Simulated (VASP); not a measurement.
# CsI: single point with PBEsol

CsI:

```
CELL_PARAMETERS angstrom
4.60808 0.00000 0.00000
0.00000 4.60808 0.00000
0.00000 0.00000 4.60808
ATOMIC_POSITIONS crystal
Cs 0.00000 0.00000 0.00000
I 0.50000 0.50000 0.50000
```

```json
{
 "Program": "VASP 6.6.1",
 "Task": "single point",
 "Functional": "PBEsol",
 "Potentials or basis": "VASP PAW PBE potentials, release 64 (Cs_sv, I)",
 "Cutoff": "500 eV",
 "k mesh": "4 × 4 × 4",
 "Occupations": "gaussian, width 0.01 eV",
 "Spin": "no spin polarisation"
}
```

| Property | Result |
| --- | --- |
| Pressure | -0.7 GPa |
| Band gap on the k mesh | 3.62 eV, indirect (least direct gap 3.71 eV) |

Levels at points of the mesh, in eV from the valence-band top:
```
           k point  band 4  band 5  band 6  band 7  band 8  band 9  band 10  band 11  band 12  band 13
(0.00, 0.00, 0.00)   -7.08   -7.08   -0.09   -0.09   -0.09    3.62     4.12     4.12     7.68     7.68
(0.50, 0.00, 0.00)   -7.02   -7.02   -1.54   -0.24   -0.24    5.12     6.22     6.52     6.72     7.77
(0.50, 0.50, 0.00)   -7.43   -6.99   -0.86   -0.86    0.00    4.13     4.80     6.03     6.03     9.39
(0.50, 0.50, 0.50)   -7.32   -7.32   -1.27   -1.27   -1.27    6.97     6.97     6.97     7.69     7.69
```

Run time: 24 s on 1 thread of Intel Xeon 8259CL, with other jobs on the host, peak memory 0.2 GiB.

Caveat: the PAW data sets were made with another functional, which shifts forces and pressure a little; spin-orbit coupling is left out, which moves the levels of the heavy elements. A k mesh can miss the band edges.
